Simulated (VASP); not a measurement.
# BeZn5Se6 in VASP: a series of runs

The runs below take BeZn5Se6 through single point, with PBE.

All numbers are computed with VASP 6.6.1; they aren't measurements. Logs are shortened: lines on timing, memory, paths and dates and some standing lists are left out, and cuts for length are marked.

## Step 1: The cell of the first run

It takes space group P31m (No. 157, trigonal). Conventional cell: a = 6.890 Å, b = 6.890 Å, c = 6.539 Å, α = 90.00°, β = 90.00°, γ = 120.00°. Be (site symmetry 3m) has 4 Se at 2.27 Å within 3.0 Å. Zn (site symmetry 3) has 4 Se at 2.48 to 2.50 Å within 3.3 Å. Within 3.2 Å of Zn (site symmetry m) lie 4 Se at 2.46 to 2.48 Å. Within 3.2 Å of Se (site symmetry 3) lie 4 Zn at 2.46 to 2.48 Å. Se (site symmetry 3m) has 1 Be at 2.27 Å and 3 Zn at 2.46 Å within 3.0 Å. Within 3.0 Å of Se (site symmetry m) lie 1 Be at 2.27 Å and 3 Zn at 2.48 to 2.50 Å.

## Step 2: Single point, PBE

File INCAR:

```
SYSTEM = BeZn5Se6
ALGO = Normal
EDIFF = 1E-6
ENCUT = 520
GGA = PE
ISIF = 2
ISMEAR = 0
LASPH = .TRUE.
LCHARG = .FALSE.
LREAL = .FALSE.
LWAVE = .FALSE.
NBANDS = 61
NELM = 60
PREC = Accurate
SIGMA = 0.1
```

File KPOINTS:

```
k-points
0
G
  2 3 3
  0 0 0
```

File POSCAR:

```
BeZn5Se6
1.0
    0.0000000000      0.0000000000      6.5393409000
    6.8903925806      0.0000000000      0.0000000000
   -3.4451962903      5.9672550168      0.0000000000
Be Zn Se
1 5 6
Direct
    0.0030050000      0.0000000000      0.0000000000
    0.0051130000      0.6666666667      0.3333333333
    0.0051130000      0.3333333333      0.6666666667
    0.5065730000      1.0000000000      0.3250530000
    0.5065730000      0.6749470000      0.6749470000
    0.5065730000      0.3250530000      0.0000000000
    0.3842740000      0.6666666667      0.3333333333
    0.3842740000      0.3333333333      0.6666666667
    0.3503080000      0.0000000000      0.0000000000
    0.8860650000      1.0000000000      0.3101300000
    0.8860650000      0.6898700000      0.6898700000
    0.8860650000      0.3101300000      0.0000000000
```

Potentials or basis: VASP PAW PBE potentials, release 64 (Be, Zn, Se).

Run with:

```
$ cat potpaw_PBE.64/Be/POTCAR potpaw_PBE.64/Zn/POTCAR potpaw_PBE.64/Se/POTCAR > POTCAR
$ mpirun -np 1 vasp_std > vasp.out
```

OUTCAR:

```text
SYSTEM = BeZn5Se6
   EDIFF = 1E-6
   ENCUT = 520
   GGA = PE
   ISIF = 2
   ISMEAR = 0
   LASPH = .TRUE.
   LREAL = .FALSE.
   NELM = 60
   PREC = Accurate

 ion  position               nearest neighbor table
   1  0.003  0.000  0.000-  10 2.27  11 2.27  12 2.27   9 2.27
   2  0.005  0.667  0.333-   7 2.48  10 2.50  12 2.50  11 2.50
   3  0.005  0.333  0.667-   8 2.48  12 2.50  10 2.50  11 2.50
   4  0.507  0.000  0.325-   7 2.46   8 2.46   9 2.46  10 2.48
   5  0.507  0.675  0.675-   7 2.46   8 2.46   9 2.46  11 2.48
   6  0.507  0.325  0.000-   8 2.46   7 2.46   9 2.46  12 2.48
   7  0.384  0.667  0.333-   4 2.46   6 2.46   5 2.46   2 2.48
   8  0.384  0.333  0.667-   6 2.46   4 2.46   5 2.46   3 2.48
   9  0.350  0.000  0.000-   1 2.27   4 2.46   5 2.46   6 2.46
  10  0.886  0.000  0.310-   1 2.27   4 2.48   2 2.50   3 2.50
  11  0.886  0.690  0.690-   1 2.27   5 2.48   2 2.50   3 2.50
  12  0.886  0.310  0.000-   1 2.27   6 2.48   3 2.50   2 2.50

  LATTYP: Found a hexagonal cell.
 ALAT       =     6.8903925806
 C/A-ratio  =     0.9490520059

  Lattice vectors:

 A1 = (   6.8903925806,   0.0000000000,   0.0000000000)
 A2 = (  -3.4451962903,   5.9672550168,   0.0000000000)
 A3 = (   0.0000000000,   0.0000000000,   6.5393409000)

Analysis of symmetry for initial positions (statically):
=====================================================================
 Subroutine PRICEL returns:
 Original cell was already a primitive cell.

 Routine SETGRP: Setting up the symmetry group for a
 hexagonal supercell.

 Subroutine GETGRP returns: Found  6 space group operations
 (whereof  6 operations were pure point group operations)
 out of a pool of 24 trial point group operations.

The static configuration has the point symmetry C_3v.

Analysis of symmetry for dynamics (positions and initial velocities):
=====================================================================
 Subroutine PRICEL returns:
 Original cell was already a primitive cell.

 Routine SETGRP: Setting up the symmetry group for a
 hexagonal supercell.

 Subroutine GETGRP returns: Found  6 space group operations
 (whereof  6 operations were pure point group operations)
 out of a pool of 24 trial point group operations.

The dynamic configuration has the point symmetry C_3v.

 Subroutine INISYM returns: Found  6 space group operations
 (whereof  6 operations are pure point group operations),
 and found     1 'primitive' translations

----------------------------------------------------------------------------------------

                                     Primitive cell

  volume of cell :     268.8763

  direct lattice vectors                    reciprocal lattice vectors
     0.000000000  0.000000000  6.539340900     0.000000000  0.000000000  0.152920610
     6.890392581  0.000000000  0.000000000     0.145129612  0.083790620  0.000000000
    -3.445196290  5.967255017  0.000000000     0.000000000  0.167581241  0.000000000

  length of vectors
     6.539340900  6.890392581  6.890392581     0.152920610  0.167581241  0.167581241

  position of ions in fractional coordinates (direct lattice)
     0.003005000  0.000000000  0.000000000
     0.005113000  0.666666667  0.333333333
     0.005113000  0.333333333  0.666666667
     0.506573000  0.000000000  0.325053000
     0.506573000  0.674947000  0.674947000
     0.506573000  0.325053000  0.000000000
     0.384274000  0.666666667  0.333333333
     0.384274000  0.333333333  0.666666667
     0.350308000  0.000000000  0.000000000
     0.886065000  0.000000000  0.310130000
     0.886065000  0.689870000  0.689870000
     0.886065000  0.310130000  0.000000000

  ion indices of the primitive-cell ions
   primitive index   ion index
                 1           1
                 2           2
                 3           3
                 4           4
                 5           5
                 6           6
                 7           7
                 8           8
                 9           9
                10          10
                11          11
                12          12

----------------------------------------------------------------------------------------

 KPOINTS: k-points

Automatic generation of k-mesh.
 Grid dimensions read from file:
 generate k-points for:    2    3    3

 Generating k-lattice:

  Cartesian coordinates                     Fractional coordinates (reciprocal lattice)
     0.000000000  0.000000000  0.076460305     0.500000000  0.000000000  0.000000000
     0.048376537  0.027930207  0.000000000     0.000000000  0.333333333  0.000000000
     0.000000000  0.055860414  0.000000000     0.000000000  0.000000000  0.333333333

  Length of vectors
     0.076460305  0.055860414  0.055860414

  Shift w.r.t. Gamma in fractional coordinates (k-lattice)
     0.000000000  0.000000000  0.000000000

 Subroutine IBZKPT returns following result:
 ===========================================

 Found      6 irreducible k-points:

 Following reciprocal coordinates:
            Coordinates               Weight
  0.000000  0.000000  0.000000      1.000000
  0.500000  0.000000  0.000000      1.000000
  0.000000  0.333333 -0.000000      6.000000
  0.500000  0.333333 -0.000000      6.000000
  0.000000  0.333333  0.333333      2.000000
  0.500000  0.333333  0.333333      2.000000
   k-points           NKPTS =      6   k-points in BZ     NKDIM =      6   number of bands    NBANDS=     61
   number of dos      NEDOS =    301   number of ions     NIONS =     12
   total plane-waves  NPLWV = 145800
   dimension x,y,z NGX =    50 NGY =   54 NGZ =   54
   dimension x,y,z NGXF=   100 NGYF=  108 NGZF=  108
   ions per type =               1   5   6
   NGX,Y,Z   is equivalent  to a cutoff of  12.71, 13.03, 13.03 a.u.
   NGXF,Y,Z  is equivalent  to a cutoff of  25.42, 26.06, 26.06 a.u.
 SYSTEM =  BeZn5Se6
   PREC   = accura    normal or accurate (medium, high low for compatibility)
   ISTART =      0    job   : 0-new  1-cont  2-samecut
   ICHARG =      2    charge: 1-file 2-atom 10-const
   ISPIN  =      1    spin polarized calculation?
   LNONCOLLINEAR =      F non collinear calculations
   LSORBIT =      F    spin-orbit coupling
   LASPH  =      T    aspherical Exc in radial PAW
   ENCUT  =  520.0 eV  38.22 Ry    6.18 a.u.  12.16 12.81 12.81*2*pi/ulx,y,z
   NELM   =     60;   NELMIN=  2; NELMDL= -5     # of ELM steps
   EDIFF  = 0.1E-05   stopping-criterion for ELM
   LREAL  =      F    real-space projection
   EDIFFG = 0.1E-04   stopping-criterion for IOM
   NSW    =      0    number of steps for IOM
   IBRION =     -1    ionic relax: 0-MD 1-quasi-New 2-CG
   NFREE  =      0    steps in history (QN), initial steepest desc. (CG)
   ISIF   =      2    stress and relaxation
   ISYM   =      2    0-nonsym 1-usesym 2-fastsym
   POTIM  = 0.5000    time-step for ionic-motion
   TEBEG  =    0.0;   TEEND  =   0.0 temperature during run
   PSTRESS=    0.0 pullay stress
   NELECT =      98.0000    total number of electrons
   NUPDOWN=      -1.0000    fix difference up-down
   EMIN   =  10.00;   EMAX   =-10.00  energy-range for DOS
   EFERMI =   0.00;   METHOD = LEGACY
   ISMEAR =     0;   SIGMA  =   0.10  broadening in eV -4-tet -1-fermi 0-gaus
   EFERMI_NEDOS =   21; number of points for ismear=-14 and -15
   IALGO  =     38    algorithm
   IMIX   =      4    mixing-type and parameters
     AMIX     =   0.40;   BMIX     =  1.00
     AMIX_MAG =   1.60;   BMIX_MAG =  1.00
  volume/ion in A,a.u.               =      22.41       151.21
  Fermi-wavevector in a.u.,A,eV,Ry     =   1.169408  2.209860 18.606168  1.367515
  Thomas-Fermi vector in A             =   2.305881
   LORBIT       =      0    0 simple, 1 ext, 2 COOP (PROOUT), +10 PAW based schemes
   GGA     = PE    functional components
   LHFCALC =     F    Hartree Fock is set to
   AEXX    =    0.0000 exact exchange contribution
   IVDW    =     0    specifies the selected vdW correction
   LEPSILON=     F    determine dielectric tensor
   LRPA    =     F    only Hartree local field effects (RPA)
 non-spin polarized calculation
 Gauss-broadening in eV      SIGMA  =   0.10
  energy-cutoff  :      520.00
  volume of cell :      268.88
 maximum number of plane-waves:      7255
 NGX is ok and might be reduce to    50
   NGX = 25   NGY = 25   NGZ = 25

 number of electron      98.0000075 magnetization

 Free energy of the ion-electron system (eV)
  ---------------------------------------------------
  ext. energy  EPLUGINS =         0.00000000
  ---------------------------------------------------
  free energy    TOTEN  =       -38.84847330 eV

  energy without entropy =      -38.84847330  energy(sigma->0) =      -38.84847330

 E-fermi :   2.0962     XC(G=0):  -9.2196

 val. band max:        1.6529173226   @ k =   0.0000   0.0000   0.0000
 cond. band min:       3.2024409128   @ k =   0.0000   0.0000   0.0000
 fundamental gap:      1.5495235901
 Fermi energy:         2.0961515022

 k-point     1 :       0.0000    0.0000    0.0000
  band No.  band energies     occupation
      1     -11.5505      2.00000
      2     -10.7370      2.00000
      3     -10.5235      2.00000
      4     -10.5157      2.00000
      5     -10.5064      2.00000
      6     -10.5064      2.00000
[... 53 lines left out ...]
     60       8.2757      0.00000
     61       8.6351      0.00000

 k-point     2 :       0.5000    0.0000    0.0000
  band No.  band energies     occupation
      1     -11.2172      2.00000
      2     -11.1381      2.00000
      3     -10.5176      2.00000
      4     -10.5049      2.00000
      5     -10.4943      2.00000
      6     -10.4943      2.00000
[... 245 lines left out ...]
     60       7.8072      0.00000
     61       7.9270      0.00000

 k-point     6 :       0.5000    0.3333    0.3333
  band No.  band energies     occupation
      1     -10.8947      2.00000
      2     -10.7413      2.00000
      3     -10.7413      2.00000
      4     -10.7248      2.00000
      5     -10.6886      2.00000
      6     -10.6886      2.00000
[... 53 lines left out ...]
     60       6.8565      0.00000
     61       7.2933      0.00000

------------------------ aborting loop because EDIFF is reached ----------------------------------------

  FORCE on cell =-STRESS in cart. coord.  units (eV):
  Direction    XX          YY          ZZ          XY          YZ          ZX
  --------------------------------------------------------------------------------------
  -------------------------------------------------------------------------------------
  Total        0.2859830      0.2859830      0.1266732      0.0000000      0.0000000     -0.0000000
  in kB        1.7041125      1.7041125      0.7548191      0.0000000      0.0000000     -0.0000000
  external PRESSURE =       1.3876813 kB  Pullay stress =       0.0000000 kB

 VOLUME and BASIS-vectors are now :
 -----------------------------------------------------------------------------
  energy-cutoff  :      520.00
  volume of cell :      268.88
      direct lattice vectors                 reciprocal lattice vectors
     0.000000000  0.000000000  6.539340900     0.000000000  0.000000000  0.152920610
     6.890392581  0.000000000  0.000000000     0.145129612  0.083790620  0.000000000
    -3.445196290  5.967255017  0.000000000     0.000000000  0.167581241  0.000000000

 POSITION                                       TOTAL-FORCE (eV/Angst)
 -----------------------------------------------------------------------------------
      0.00000      0.00000      0.01965         0.000000     -0.000000      0.004949
      3.44520      1.98909      0.03344        -0.000000     -0.000000     -0.004868
     -0.00000      3.97817      0.03344         0.000000     -0.000000     -0.004868
     -1.11987      1.93967      3.31265        -0.001573      0.002724      0.013049
      2.32532      4.02758      3.31265        -0.001573     -0.002724      0.013049
      2.23974      0.00000      3.31265         0.003146     -0.000000      0.013049
      3.44520      1.98909      2.51290        -0.000000     -0.000000      0.000017
     -0.00000      3.97817      2.51290         0.000000      0.000000      0.000017
      0.00000      0.00000      2.29078         0.000000     -0.000000     -0.030992
     -1.06846      1.85062      5.79428        -0.008842      0.015314     -0.001134
      2.37674      4.11663      5.79428        -0.008842     -0.015314     -0.001134
      2.13692      0.00000      5.79428         0.017683      0.000000     -0.001134
 -----------------------------------------------------------------------------------
    total drift:                                0.000018     -0.000023     -0.000163

  FREE ENERGIE OF THE ION-ELECTRON SYSTEM (eV)
  ---------------------------------------------------
  free  energy   TOTEN  =       -38.8484732979 eV

  energy  without entropy=      -38.8484732979  energy(sigma->0) =      -38.84847330
```

Wall time 3 min (1 thread of Intel Xeon 6975P-C, shared host); peak memory 0.41 GiB.

What came out:

```
Free energy            : -38.8485 eV
Pressure               : 0.1 GPa
Largest force          : 0.031 eV/Å
Band gap on the k mesh : 1.55 eV, direct
```

Forces in eV/Å, atoms in the order of the input:
```
Be   0.000  0.000  0.005
Zn   0.000  0.000 -0.005
Zn   0.000  0.000 -0.005
Zn  -0.002  0.003  0.013
Zn  -0.002 -0.003  0.013
Zn   0.003  0.000  0.013
Se   0.000  0.000  0.000
Se   0.000  0.000  0.000
Se   0.000  0.000 -0.031
Se  -0.009  0.015 -0.001
Se  -0.009 -0.015 -0.001
Se   0.018  0.000 -0.001
```

Stress tensor (GPa, compression positive):
```
0.17 0.00 0.00
0.00 0.17 0.00
0.00 0.00 0.08
```

Levels at points of the mesh, in eV from the valence-band top:
```
           k point  band 46  band 47  band 48  band 49  band 50  band 51  band 52  band 53
(0.00, 0.00, 0.00)    -0.91    -0.14     0.00     0.00     1.55     2.41     3.86     3.86
(0.50, 0.00, 0.00)    -0.62    -0.62    -0.36    -0.36     2.69     3.06     3.66     3.66
```

Caveat: the k points lie up to 0.48 Å⁻¹ apart.

## Step 3: Single point, PBE

File INCAR:

```
ALGO = Normal
EDIFF = 1E-6
ENCUT = 520
GGA = PE
ISIF = 2
ISMEAR = 0
LASPH = True
LCHARG = False
LREAL = False
LWAVE = False
NBANDS = 61
NELM = 80
PREC = Accurate
SIGMA = 0.1
```

File KPOINTS:

```
k-points
0
Gamma
  3 3 4
```

File POSCAR:

```
BeZn5Se6
1.0
    6.8903926000      0.0000000000      0.0000000000
   -3.4451963000      5.9672550000      0.0000000000
    0.0000000000      0.0000000000      6.5393409000
Be Zn Se
1 5 6
Direct
    0.0000000000      0.0000000000      0.0030050000
    0.6666667000      0.3333333000      0.0051130000
    0.3333333000      0.6666667000      0.0051130000
    0.0000000000      0.3250530000      0.5065730000
    0.6749470000      0.6749470000      0.5065730000
    0.3250530000      0.0000000000      0.5065730000
    0.6666667000      0.3333333000      0.3842740000
    0.3333333000      0.6666667000      0.3842740000
    0.0000000000      0.0000000000      0.3503080000
    0.0000000000      0.3101300000      0.8860650000
    0.6898700000      0.6898700000      0.8860650000
    0.3101300000      0.0000000000      0.8860650000
```

Potentials or basis: VASP PAW PBE potentials, release 64 (Be, Zn, Se).

Run with:

```
$ cat potpaw_PBE.64/Be/POTCAR potpaw_PBE.64/Zn/POTCAR potpaw_PBE.64/Se/POTCAR > POTCAR
$ mpirun -np 1 vasp_std > vasp.out
```

Run time: 4.6 min. Hardware: 1 thread of Intel Xeon 6975P-C, shared host; peak memory 0.45 GiB.

Results (log left out):

```
Free energy            : -38.8498 eV
Pressure               : 0.2 GPa
Largest force          : 0.023 eV/Å
Band gap on the k mesh : 1.55 eV, direct
```

Forces on the atoms (eV/Å):
```
Be   0.000  0.000 -0.003
Zn   0.000  0.000 -0.002
Zn   0.000  0.000 -0.002
Zn  -0.001  0.002  0.006
Zn  -0.001 -0.002  0.006
Zn   0.002  0.000  0.006
Se   0.000  0.000 -0.001
Se   0.000  0.000 -0.001
Se   0.000  0.000 -0.023
Se   0.002 -0.004  0.004
Se   0.002  0.004  0.004
Se  -0.004  0.000  0.004
```

Levels at points of the mesh, in eV from the valence-band top:
```
           k point  band 47  band 48  band 49  band 50  band 51  band 52
(0.00, 0.00, 0.00)    -0.14     0.00     0.00     1.55     2.41     3.86
(0.00, 0.00, 0.50)    -0.62    -0.36    -0.36     2.69     3.06     3.66
```

## Step 4: Single point, PBE

File INCAR:

```
PREC = Accurate
ENCUT = 520
EDIFF = 1E-7
ISMEAR = 0
SIGMA = 0.1
LREAL = F
LASPH = T
NELM = 80
ALGO = Normal
ISIF = 2
LWAVE = F
LCHARG = F
GGA = PE
NBANDS = 61
```

File KPOINTS:

```
Automatic mesh
0
Gamma
  2 3 3
```

File POSCAR:

```
BeZn5Se6
1.0
    0.0003871568     -0.0003449980      6.5351742168
    6.8912872146      0.0003079445      0.0002704721
   -3.4453694316      5.9676576903     -0.0004657663
Be Zn Se
1 5 6
Direct
    0.0025566916     -0.0000118557      0.0000748196
    0.0053931553      0.6666129896      0.3334293645
    0.0053258238      0.3332439842      0.6666940899
    0.5065015723      1.0001217278      0.3250752736
    0.5065287051      0.6749553126      0.6748629699
    0.5065218230      0.3250605135     -0.0000562719
    0.3844947285      0.6667157965      0.3332319035
    0.3844598149      0.3333969885      0.6666202867
    0.3498027050      0.0000175168     -0.0000827964
    0.8861434962      0.9999480652      0.3105657703
    0.8861380784      0.6894334693      0.6895283867
    0.8861344060      0.3105054916      0.0000562036
```

Run with:

```
$ cat potpaw_PBE.64/Be/POTCAR potpaw_PBE.64/Zn/POTCAR potpaw_PBE.64/Se/POTCAR > POTCAR
$ mpirun -np 1 vasp_std > vasp.out
```

It took 5.1 min on 1 thread of Intel Xeon 6975P-C, shared host; peak memory 0.43 GiB.

It converged, with:

```
Free energy            : -38.8485 eV
Pressure               : 0.2 GPa
Largest force          : 0.013 eV/Å
Band gap on the k mesh : 1.55 eV, direct
```

Forces in eV/Å, atoms in the order of the input:
```
Be   0.000 -0.001  0.002
Zn   0.001 -0.001 -0.009
Zn   0.001  0.000 -0.008
Zn   0.000 -0.004  0.012
Zn   0.002  0.002  0.011
Zn  -0.002  0.000  0.012
Se  -0.001  0.001 -0.001
Se  -0.001  0.001 -0.002
Se  -0.001  0.001 -0.006
Se   0.002 -0.004 -0.004
Se   0.002  0.004 -0.004
Se  -0.004  0.000 -0.004
```

Levels at points of the mesh, in eV from the valence-band top:
```tsv
k point	band 46	band 47	band 48	band 49	band 50	band 51	band 52	band 53
(0.00, 0.00, 0.00)	-0.91	-0.14	0.00	0.00	1.55	2.41	3.86	3.86
(0.50, 0.00, 0.00)	-0.62	-0.62	-0.36	-0.36	2.70	3.06	3.67	3.67
```

Caveat: the k points lie up to 0.48 Å⁻¹ apart.

## Step 5: The runs side by side

| cell | k mesh | gap on the mesh (eV) | pressure (GPa) | largest force (eV/Å) |
| --- | --- | --- | --- | --- |
| a = 6.539, b = 6.890, c = 6.890 Å, angles 120.0, 90.0, 90.0°, 12 atoms | 2 × 3 × 3 | 1.55 | 0.1 | 0.03 |
| a = 6.890, b = 6.890, c = 6.539 Å, angles 90.0, 90.0, 120.0°, 12 atoms | 3 × 3 × 4 | 1.55 | 0.2 | 0.02 |
| a = 6.535, b = 6.891, c = 6.891 Å, angles 120.0, 90.0, 90.0°, 12 atoms | 2 × 3 × 3 | 1.55 | 0.2 | 0.01 |

Alike in all rows: task single point; level PBE; potentials or basis VASP PAW PBE potentials, release 64 (Be, Zn, Se); no spin polarisation; cutoff (eV) 520; smearing gaussian 0.1 eV.

Caveats: some runs use coarse meshes.

Total energies depend on the potentials used, so only differences within one code and one set of settings carry meaning.
